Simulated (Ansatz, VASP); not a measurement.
TiSi2: VASP beside Ansatz

File INCAR:

```
SYSTEM = TiSi2
  PREC = Accurate
  ENCUT = 520
  EDIFF = 1E-8
  ISMEAR = -1
  SIGMA = 0.08
  LREAL = .False.
  LASPH = .True.
  NELM = 60
  ALGO = Normal
  ISIF = 2
  LWAVE = .False.
  LCHARG = .False.
  GGA = PS
  LEFG = .True.
  NBANDS = 29
```

The input KPOINTS:

```
Automatic mesh
0
Gamma
  8 8 8
  0 0 0
```

File POSCAR:

```
TiSi2
1.0
    0.0000000000      4.0903615834      4.2328984671
    2.3704827389      0.0000000000      4.2328984671
    2.3704827389      4.0903615834      0.0000000000
Ti Si
2 4
Direct
    0.7500000000      0.7500000000      0.7500000000
    0.5000000000      0.5000000000      0.5000000000
    0.0830000000      0.4170000000      0.0830000000
    0.4170000000      0.0830000000      0.4170000000
    0.1670000000      0.8330000000      0.1670000000
    0.8330000000      0.1670000000      0.8330000000
```

Input for Ansatz:

```yaml
crystal:
  lattice:
    - [0.0, 4.0903615834, 4.2328984671]
    - [2.3704827389, 0.0, 4.2328984671]
    - [2.3704827389, 4.0903615834, 0.0]
  atoms:
    - { symbol: Ti, position: [0.75, 0.75, 0.75] }
    - { symbol: Ti, position: [0.5, 0.5, 0.5] }
    - { symbol: Si, position: [0.083, 0.417, 0.083] }
    - { symbol: Si, position: [0.417, 0.083, 0.417] }
    - { symbol: Si, position: [0.167, 0.833, 0.167] }
    - { symbol: Si, position: [0.833, 0.167, 0.833] }
kpoints:
  mp_grid: { grid: [8, 8, 8] }
scf:
  occupations: { method: fermi_dirac, width: 0.08 }
hamiltonian:
  xc: pbesol
  pseudopotentials: { kind: all_electron, datasets: crystal }
output:
  forces: true
  stress: true
  eigenvalues: true
  efg: { contact_densities: true }
```

Change from the starting cell: volume scaled by 0.98, crystal datasets.

Alike in both runs: task electric field gradients; functional PBEsol; k mesh 8 × 8 × 8; occupations fermi-dirac, width 0.08 eV; no spin polarisation.

|  | VASP | Ansatz |
| --- | --- | --- |
| version | VASP 6.6.1 | Ansatz 0.2.0 |
| potentials or method | VASP PAW PBE potentials, release 64 (Ti_sv, Si), cutoff 520 eV | all-electron PAW with datasets made for the crystal, scalar-relativistic |

Ansatz gave:

| Item | Value |
| --- | --- |
| pressure (GPa) | 1.4 |
| traceless stress, the component that is largest in VASP (GPa) | -0.79 |
| rms of the force components (eV/Å) | 0.084 |
| size of Vzz on the site where it differs most (V/Å²) | 11.0 |

**Question.** Estimate VASP's values.

**Answer.** Pressure (GPa): 1.5; traceless stress, the component that is largest in VASP (GPa): -0.83; rms of the force components (eV/Å): 0.084; size of Vzz on the site where it differs most (V/Å²): 10.1.

VASP's potentials were made for PBE, not for PBEsol. Atom by atom the forces differ by 0.000 eV/Å (rms over components). Ansatz ran all-electron here, and VASP with PAW potentials.
